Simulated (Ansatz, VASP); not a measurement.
# AlN in VASP and in Ansatz

```
CELL_PARAMETERS angstrom
0.53236 2.48001 2.48001
2.48001 0.53236 2.48001
2.48001 2.48001 0.53236
ATOMIC_POSITIONS crystal
Al 0.00000 0.00000 0.00000
N 0.75000 0.75000 0.75000
```

Alike in both runs: task single point; functional PBE; k mesh 10 × 10 × 10; occupations gaussian, width 0.05 eV; no spin polarisation.

|  | VASP | Ansatz |
| --- | --- | --- |
| version | VASP 6.6.1 | Ansatz 0.2.0 |
| potentials or method | VASP PAW PBE potentials, release 64 (Al, N), cutoff 520 eV | scalar-relativistic, plane waves, PAW |
| valence electrons in the cell | 8 | 8 |

VASP gave:

| Property | Result |
| --- | --- |
| gap on the k mesh at the Fermi level (eV) | none |
| rms of the force components (eV/Å) | 0.087 |

What did Ansatz give for the same quantities?

gap on the k mesh at the Fermi level (eV): none; rms of the force components (eV/Å): 0.080.

Atom by atom the forces differ by 0.007 eV/Å (rms over components). A gap of «none» marks a metal or a gap that the smearing closes.
